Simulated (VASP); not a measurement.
# H3C2ClF4 in VASP: further runs

H3C2ClF4 is run at these levels: LDA; tasks: single point.

Program: VASP 6.6.1. These are calculated values, not measurements. Logs are shortened: lines on timing, memory, paths and dates and some standing lists are left out, and cuts for length are marked.

## Step 1: The cell of the first run

The cell holds a disordered packing, 40 atoms: a = 8.366 Å, b = 8.366 Å, c = 8.366 Å, α = 90.00°, β = 90.00°, γ = 90.00°.

## Step 2: Single point, LDA

The input, INCAR:

```
SYSTEM = H3C2ClF4
PREC = Accurate
ENCUT = 520
EDIFF = 1E-6
ISMEAR = -1
SIGMA = 0.02
LREAL = Auto
LASPH = .TRUE.
NELM = 100
ALGO = Normal
ISIF = 2
LWAVE = .FALSE.
LCHARG = .FALSE.
GGA = CA
NBANDS = 118
```

The input, KPOINTS:

```
regular mesh
0
G
  1 1 1
  0 0 0
```

The input, POSCAR:

```
H3C2ClF4
1.0
    8.3663050000      0.0000000000      0.0000000000
    0.0000000000      8.3663050000      0.0000000000
    0.0000000000      0.0000000000      8.3663050000
C Cl H F
8 4 12 16
Direct
    0.9407856873      0.7862252213      0.6227241297
    0.6344377835      0.0259373762      0.7303821699
    0.2471819997      0.7590447635      0.0731147143
    0.9950509813      0.2695813743      0.4984398728
    0.5556455329      0.5668213148      0.3555093915
    0.6304455790      0.5286204603      0.8058157096
    0.0663733871      0.2536006039      0.0148452632
    0.6050699801      0.1018848823      0.2312370873
    1.0159443147      0.9572326134      0.7197801180
    0.4199942507     -0.0121319985      0.7148436496
    0.1663577888      0.7072895382      0.2529671103
    1.0999957568      0.3835265389      0.6431154494
    0.8069631695      0.7636943669      0.6502990269
    0.9575672893      0.7877073571      0.4936587896
    1.0025214237      0.6850575015      0.6749694160
    0.6692560216      0.1062476207      0.6282821389
    0.6679053656      0.0863224566      0.8455106526
    0.6989465481     -0.0890118158      0.7179274483
    0.3460069887      0.8446739630      0.0971635626
    0.2807810617      0.6481236340      0.0176063388
    0.1508790320      0.8069512168     -0.0112116400
    0.9427459314      0.3719802230      0.4282535719
    1.0817320191      0.2169057905      0.4268670578
    0.8790140928      0.2086942802      0.5324333741
    0.6971655946      0.5164286982      0.3912599409
    0.5401787288      0.7182382187      0.4009655397
    0.5282260209      0.5404416884      0.2064949820
    0.4423099564      0.4837141366      0.4351263790
    0.7306092714      0.6196881419      0.8931780517
    0.5446609943      0.4341462569      0.8944450388
    0.5421150675      0.6323699650      0.7139950074
    0.7082098967      0.4290065925      0.7081859913
    0.1320176589      0.3964354634      0.0131479787
    0.0324157439      0.2073436242      0.1630588414
   -0.0747522353      0.2664736703     -0.0595603435
    0.1563294668      0.1514288566     -0.0571100384
    0.6113690572      0.1749517858      0.3807654634
    0.6090024210      0.2123876670      0.1167660036
    0.7302506901      0.0076138749      0.2385760500
    0.4802119932      0.0212877728      0.2190931361
```

Potentials or basis: VASP PAW LDA potentials, release 64 (C, Cl, H, F).

On the command line:

```console
$ cat potpaw_LDA.64/C/POTCAR potpaw_LDA.64/Cl/POTCAR potpaw_LDA.64/H/POTCAR potpaw_LDA.64/F/POTCAR > POTCAR
$ mpirun -np 1 vasp_gam > vasp.out
```

OUTCAR:

```text
SYSTEM = H3C2ClF4
   PREC = Accurate
   ENCUT = 520
   EDIFF = 1E-6
   ISMEAR = -1
   LREAL = Auto
   LASPH = .TRUE.
   NELM = 100
   ISIF = 2
   GGA = CA

 ion  position               nearest neighbor table
   1  0.941  0.786  0.623-  15 1.08  14 1.09  13 1.16   9 1.76
   2  0.634  0.026  0.730-  18 1.11  17 1.12  16 1.13  10 1.83
   3  0.247  0.759  0.073-  20 1.08  19 1.11  21 1.14  11 1.71
   4  0.995  0.270  0.498-  23 1.04  22 1.13  24 1.13  12 1.77
   5  0.556  0.567  0.356-  27 1.29  25 1.29  26 1.33  28 1.35
   6  0.630  0.529  0.806-  30 1.30  32 1.34  29 1.35  31 1.37
   7  0.066  0.254  0.015-  36 1.29  33 1.32  34 1.33  35 1.34
   8  0.605  0.102  0.231-  40 1.25  39 1.31  38 1.33  37 1.39
   9  0.016  0.957  0.720-   1 1.76
  10  0.420  0.988  0.715-   2 1.83
  11  0.166  0.707  0.253-   3 1.71
  12  0.100  0.384  0.643-   4 1.77
  13  0.807  0.764  0.650-   1 1.16
  14  0.958  0.788  0.494-   1 1.09
[... 24 lines left out ...]
  39  0.730  0.008  0.239-   8 1.31
  40  0.480  0.021  0.219-   8 1.25

  LATTYP: Found a simple cubic cell.
 ALAT       =     8.3663050000

  Lattice vectors:

 A1 = (   8.3663050000,   0.0000000000,   0.0000000000)
 A2 = (   0.0000000000,   8.3663050000,   0.0000000000)
 A3 = (   0.0000000000,   0.0000000000,   8.3663050000)

Analysis of symmetry for initial positions (statically):
=====================================================================
 Subroutine PRICEL returns:
 Original cell was already a primitive cell.

 Routine SETGRP: Setting up the symmetry group for a
 simple cubic supercell.

 Subroutine GETGRP returns: Found  1 space group operations
 (whereof  1 operations were pure point group operations)
 out of a pool of 48 trial point group operations.

The static configuration has the point symmetry C_1 .

Analysis of symmetry for dynamics (positions and initial velocities):
=====================================================================
 Subroutine PRICEL returns:
 Original cell was already a primitive cell.

 Routine SETGRP: Setting up the symmetry group for a
 simple cubic supercell.

 Subroutine GETGRP returns: Found  1 space group operations
 (whereof  1 operations were pure point group operations)
 out of a pool of 48 trial point group operations.

The dynamic configuration has the point symmetry C_1 .

 Subroutine INISYM returns: Found  1 space group operations
 (whereof  1 operations are pure point group operations),
 and found     1 'primitive' translations

----------------------------------------------------------------------------------------

                                     Primitive cell

  volume of cell :     585.6000

  direct lattice vectors                    reciprocal lattice vectors
     8.366305000  0.000000000  0.000000000     0.119527079  0.000000000  0.000000000
     0.000000000  8.366305000  0.000000000     0.000000000  0.119527079  0.000000000
     0.000000000  0.000000000  8.366305000     0.000000000  0.000000000  0.119527079

  length of vectors
     8.366305000  8.366305000  8.366305000     0.119527079  0.119527079  0.119527079

  position of ions in fractional coordinates (direct lattice)
     0.940785687  0.786225221  0.622724130
     0.634437783  0.025937376  0.730382170
     0.247182000  0.759044764  0.073114714
     0.995050981  0.269581374  0.498439873
     0.555645533  0.566821315  0.355509392
     0.630445579  0.528620460  0.805815710
[... 32 lines left out ...]
     0.730250690  0.007613875  0.238576050
     0.480211993  0.021287773  0.219093136

  ion indices of the primitive-cell ions
   primitive index   ion index
                 1           1
                 2           2
                 3           3
                 4           4
                 5           5
                 6           6
[... 32 lines left out ...]
                39          39
                40          40

----------------------------------------------------------------------------------------

 KPOINTS: regular mesh

Automatic generation of k-mesh.
 Grid dimensions read from file:
 generate k-points for:    1    1    1

 Generating k-lattice:

  Cartesian coordinates                     Fractional coordinates (reciprocal lattice)
     0.119527079  0.000000000  0.000000000     1.000000000  0.000000000  0.000000000
     0.000000000  0.119527079  0.000000000     0.000000000  1.000000000  0.000000000
     0.000000000  0.000000000  0.119527079     0.000000000  0.000000000  1.000000000

  Length of vectors
     0.119527079  0.119527079  0.119527079

  Shift w.r.t. Gamma in fractional coordinates (k-lattice)
     0.000000000  0.000000000  0.000000000

 Subroutine IBZKPT returns following result:
 ===========================================

 Found      1 irreducible k-points:

 Following reciprocal coordinates:
            Coordinates               Weight
  0.000000  0.000000  0.000000      1.000000
   k-points           NKPTS =      1   k-points in BZ     NKDIM =      1   number of bands    NBANDS=    118
   number of dos      NEDOS =    301   number of ions     NIONS =     40
   total plane-waves  NPLWV = 262144
   dimension x,y,z NGX =    64 NGY =   64 NGZ =   64
   dimension x,y,z NGXF=   128 NGYF=  128 NGZF=  128
   ions per type =               8   4  12  16
   NGX,Y,Z   is equivalent  to a cutoff of  12.72, 12.72, 12.72 a.u.
   NGXF,Y,Z  is equivalent  to a cutoff of  25.43, 25.43, 25.43 a.u.
 SYSTEM =  H3C2ClF4
   PREC   = accura    normal or accurate (medium, high low for compatibility)
   ISTART =      0    job   : 0-new  1-cont  2-samecut
   ICHARG =      2    charge: 1-file 2-atom 10-const
   ISPIN  =      1    spin polarized calculation?
   LNONCOLLINEAR =      F non collinear calculations
   LSORBIT =      F    spin-orbit coupling
   LASPH  =      T    aspherical Exc in radial PAW
   ENCUT  =  520.0 eV  38.22 Ry    6.18 a.u.  15.56 15.56 15.56*2*pi/ulx,y,z
   NELM   =    100;   NELMIN=  2; NELMDL= -5     # of ELM steps
   EDIFF  = 0.1E-05   stopping-criterion for ELM
   LREAL  =      T    real-space projection
   EDIFFG = 0.1E-04   stopping-criterion for IOM
   NSW    =      0    number of steps for IOM
[... 5 lines left out ...]
   TEBEG  =    0.0;   TEEND  =   0.0 temperature during run
   PSTRESS=    0.0 pullay stress
   NELECT =     184.0000    total number of electrons
   NUPDOWN=      -1.0000    fix difference up-down
   EMIN   =  10.00;   EMAX   =-10.00  energy-range for DOS
   EFERMI =   0.00;   METHOD = LEGACY
   ISMEAR =    -1;   SIGMA  =   0.02  broadening in eV -4-tet -1-fermi 0-gaus
   EFERMI_NEDOS =   21; number of points for ismear=-14 and -15
   IALGO  =     38    algorithm
   IMIX   =      4    mixing-type and parameters
     AMIX     =   0.40;   BMIX     =  1.00
     AMIX_MAG =   1.60;   BMIX_MAG =  1.00
  volume/ion in A,a.u.               =      14.64        98.80
  Fermi-wavevector in a.u.,A,eV,Ry     =   1.112962  2.103194 16.853330  1.238685
  Thomas-Fermi vector in A             =   2.249542
   LORBIT       =      0    0 simple, 1 ext, 2 COOP (PROOUT), +10 PAW based schemes
   GGA     = CA    functional components
   LHFCALC =     F    Hartree Fock is set to
   AEXX    =    0.0000 exact exchange contribution
   IVDW    =     0    specifies the selected vdW correction
   LEPSILON=     F    determine dielectric tensor
   LRPA    =     F    only Hartree local field effects (RPA)
 non-spin polarized calculation
  energy-cutoff  :      520.00
  volume of cell :      585.60
 maximum number of plane-waves:      7830
 NGX is ok and might be reduce to    64
   NGX = 31   NGY = 31   NGZ = 31

 number of electron     184.0000012 magnetization

 Free energy of the ion-electron system (eV)
  ---------------------------------------------------
  ext. energy  EPLUGINS =         0.00000000
  ---------------------------------------------------
  free energy    TOTEN  =      -207.05380656 eV

  energy without entropy =     -207.05380656  energy(sigma->0) =     -207.05380656

 E-fermi :  -1.6506     XC(G=0):  -7.6577

 val. band max:       -2.2428375157   @ k =   0.0000   0.0000   0.0000
 cond. band min:       2.9038391373   @ k =   0.0000   0.0000   0.0000
 fundamental gap:      5.1466766531
 Fermi energy:        -1.6506270487

 k-point     1 :       0.0000    0.0000    0.0000
  band No.  band energies     occupation
      1     -31.2125      2.00000
      2     -30.7269      2.00000
      3     -30.6192      2.00000
      4     -30.4322      2.00000
      5     -28.2812      2.00000
      6     -27.8814      2.00000
[... 96 lines left out ...]
    103       5.4710      0.00000
    104       5.6221      0.00000
 [bands above 104 left out]

------------------------ aborting loop because EDIFF is reached ----------------------------------------

  FORCE on cell =-STRESS in cart. coord.  units (eV):
  Direction    XX          YY          ZZ          XY          YZ          ZX
  --------------------------------------------------------------------------------------
  -------------------------------------------------------------------------------------
  Total       -0.0143161     -0.3620088      4.1105716     -2.2789691      0.7659222     -4.6976446
  in kB       -0.0391683     -0.9904410     11.2463533     -6.2351649      2.0955314    -12.8525606
  external PRESSURE =       3.4055813 kB  Pullay stress =       0.0000000 kB

 VOLUME and BASIS-vectors are now :
 -----------------------------------------------------------------------------
  energy-cutoff  :      520.00
  volume of cell :      585.60
      direct lattice vectors                 reciprocal lattice vectors
     8.366305000  0.000000000  0.000000000     0.119527079  0.000000000  0.000000000
     0.000000000  8.366305000  0.000000000     0.000000000  0.119527079  0.000000000
     0.000000000  0.000000000  8.366305000     0.000000000  0.000000000  0.119527079

 POSITION                                       TOTAL-FORCE (eV/Angst)
 -----------------------------------------------------------------------------------
      7.87090      6.57780      5.20990        -1.522936     -0.526457      0.629383
      5.30790      0.21700      6.11060        -0.074505      0.441790     -0.231427
      2.06800      6.35040      0.61170        -0.671561      1.061807     -1.361978
      8.32490      2.25540      4.17010        -2.765955      3.102131      0.222867
      4.64870      4.74220      2.97430        -2.136623     -0.251167      1.887246
      5.27450      4.42260      6.74170         0.365307      0.709921     -1.381444
[... 32 lines left out ...]
      6.10950      0.06370      1.99600         0.977401     -0.444546     -1.222031
      4.01760      0.17810      1.83300        -3.226973     -1.835503     -0.308549
 -----------------------------------------------------------------------------------
    total drift:                               -0.023877     -0.001521     -0.025922

  FREE ENERGIE OF THE ION-ELECTRON SYSTEM (eV)
  ---------------------------------------------------
  free  energy   TOTEN  =      -207.0538065563 eV

  energy  without entropy=     -207.0538065563  energy(sigma->0) =     -207.05380656
```

It took 2.3 min on 1 thread of Intel Xeon 8259CL, shared host; peak memory 0.43 GiB.

What came out:

| Property | Result |
| --- | --- |
| Free energy | -207.0538 eV |
| Pressure | 0.3 GPa |
| Largest force | 4.162 eV/Å |
| Band gap on the k mesh | 5.15 eV |

Forces in eV/Å, atoms in the order of the input:
```
C   -1.523 -0.526  0.629
C   -0.075  0.442 -0.231
C   -0.672  1.062 -1.362
C   -2.766  3.102  0.223
C   -2.137 -0.251  1.887
C    0.365  0.710 -1.381
C   -1.804  0.815 -0.067
C    2.427  2.265  2.479
Cl  -0.234 -0.088 -0.203
Cl   0.937  0.214  0.227
Cl  -0.781 -0.301  1.498
Cl  -0.129 -0.533  0.503
H    1.464  0.486 -0.377
H    0.202  0.289 -0.338
H    0.394 -0.554 -0.003
H   -0.283 -0.477  0.578
H   -0.450 -0.373 -0.525
H   -0.394  0.386  0.178
H   -0.353 -0.405 -0.611
H    0.848 -0.542 -0.429
H    0.872  0.120  0.807
H    0.359 -0.620 -0.200
H    1.111 -1.581 -1.009
H    1.434 -0.209  0.423
F    1.622 -0.484  0.554
F    0.182  0.347 -0.619
F   -0.116  0.520 -2.208
F    0.428 -0.076  0.304
F   -0.472 -0.791 -0.347
F   -1.002  0.400  0.943
F    0.526 -1.125  1.108
F    0.591  0.689 -0.170
F    0.587  0.473  0.388
F    0.487 -0.117  0.377
F   -0.254 -0.190 -0.285
F    0.951 -0.903 -0.286
F   -0.643  0.345 -1.181
F    0.549 -0.236  0.256
F    0.977 -0.445 -1.222
F   -3.227 -1.836 -0.309
```

Caveat: the k points lie up to 0.75 Å⁻¹ apart.

## Step 3: Single point, LDA

The input, INCAR:

```
SYSTEM = H3C2ClF4
PREC = Accurate
ENCUT = 520
EDIFF = 1E-7
ISMEAR = -1
SIGMA = 0.02
LREAL = Auto
LASPH = .True.
NELM = 80
ALGO = Normal
ISIF = 2
LWAVE = .False.
LCHARG = .False.
GGA = CA
NBANDS = 118
```

The input, KPOINTS:

```
Automatic mesh
0
Gamma
  1 1 1
  0 0 0
```

The input, POSCAR:

```
H3C2ClF4
1.0
    8.3663050000      0.0000000000      0.0000000000
    0.0000000000      8.3663050000      0.0000000000
    0.0000000000      0.0000000000      8.3663050000
C Cl H F
8 4 12 16
Direct
    0.9392796462      0.7845877003      0.6204770206
    0.6237759680      0.0411890315      0.7300833522
    0.2284521064      0.7492554957      0.0504045693
    1.0066929188      0.2766215193      0.4908140451
    0.5513066999      0.5538406740      0.3590593458
    0.6373542442      0.5290985686      0.7986201794
    0.0677718539      0.2527639143      0.0051157590
    0.5776624209      0.0849359425      0.2421618624
    1.0064658173      0.9615594937      0.7315057245
    0.4230900021     -0.0072672464      0.7214056863
    0.1629751724      0.7040144962      0.2563138685
    1.1110042008      0.3696374923      0.6498328713
    0.8127124220      0.7746669527      0.6255449688
    1.0100516297      0.7849223761      0.5049780040
    0.9960311033      0.6795592558      0.6914761056
    0.6515899193      0.1131921440      0.6255091107
    0.6616660521      0.0882707480      0.8447217738
    0.6920378829     -0.0675208470      0.7197681653
    0.3430068591      0.8135849697      0.0737003970
    0.2398071789      0.6382148392     -0.0191243327
    0.1452971174      0.8355540469      0.0057014417
    0.9893136815      0.3716814054      0.4067506504
    1.0878637583      0.1718679871      0.4514179199
    0.8827194323      0.2387314352      0.5247477829
    0.6887986991      0.4879812534      0.3847098570
    0.5477567457      0.7075524978      0.4022803376
    0.5211978287      0.5537211469      0.2046303595
    0.4442821532      0.4806542434      0.4508680953
    0.7423826887      0.6168553501      0.8794443903
    0.5533506130      0.4460870121      0.8989392569
    0.5367363490      0.6238715897      0.7208080509
    0.7174015291      0.4389273401      0.6935797822
    0.1366672623      0.3954672941      0.0110801602
    0.0422169644      0.1983910460      0.1499228154
   -0.0771427769      0.2665214811     -0.0699711521
    0.1573813051      0.1512495660     -0.0653454542
    0.5825271730      0.1610268810      0.3927181713
    0.5966552737      0.2033036089      0.1397271555
    0.7109948777      0.0027013120      0.2251412063
    0.4534618329      0.0007769260      0.2203242650
```

Potentials or basis: VASP PAW LDA potentials, release 64 (C, Cl, H, F).

On the command line:

```console
$ cat potpaw_LDA.64/C/POTCAR potpaw_LDA.64/Cl/POTCAR potpaw_LDA.64/H/POTCAR potpaw_LDA.64/F/POTCAR > POTCAR
$ mpirun -np 1 vasp_gam > vasp.out
```

It took 3.1 min on 1 thread of Intel Xeon 8259CL, shared host; peak memory 0.43 GiB.

Results (log left out):

| Property | Result |
| --- | --- |
| Free energy | -207.2391 eV |
| Pressure | 0.3 GPa |
| Largest force | 4.327 eV/Å |
| Band gap on the k mesh | 5.28 eV |

Forces in eV/Å, atoms in the order of the input:
```
C    3.775 -0.733  1.142
C    0.488 -0.355 -0.180
C    0.947  0.054  1.925
C    0.468 -1.282  0.413
C   -1.213  1.209  0.628
C    0.398  0.677 -0.531
C   -1.923  0.959 -0.029
C    3.079  2.604  1.570
Cl  -0.523 -0.849 -0.731
Cl  -1.014 -0.139  0.184
Cl   0.165 -0.088 -0.997
Cl  -0.173  0.012  0.057
H   -1.137  0.107 -0.505
H   -1.163  0.185  0.470
H   -0.805  0.995 -0.757
H    0.238  0.491  0.080
H   -0.156  0.705  0.347
H    0.298 -0.710 -0.174
H   -0.313 -0.573 -0.533
H   -0.028  0.194  0.134
H   -0.772  0.377 -0.620
H    0.232  0.396 -1.097
H   -1.248  1.229  0.165
H    0.757 -0.149  0.268
F    1.571 -0.378  0.135
F    0.578  0.400  0.301
F   -0.556 -0.755 -0.543
F   -0.392 -0.443 -0.722
F    0.176  0.175  0.039
F   -0.349 -1.233  0.682
F    0.127  0.371 -0.330
F   -0.326 -0.064  0.390
F   -0.040  0.092  0.014
F   -0.403  0.054  1.205
F    0.961 -0.033  0.529
F    1.350 -0.998 -1.264
F   -0.647 -1.371 -1.460
F   -1.163  0.807 -0.893
F    0.224 -1.289  0.607
F   -1.487 -0.650  0.083
```

Stress tensor (GPa, compression positive):
```
 0.29 -0.07  0.06
-0.07  0.43 -0.71
 0.06 -0.71  0.16
```

Levels at points of the mesh, in eV from the valence-band top:
```
           k point  band 89  band 90  band 91  band 92  band 93  band 94  band 95  band 96
(0.00, 0.00, 0.00)    -0.26    -0.18    -0.13     0.00     5.28     5.48     5.96     6.16
```

Caveat: the k points lie up to 0.75 Å⁻¹ apart.

(Continued in part 2 of 2.)
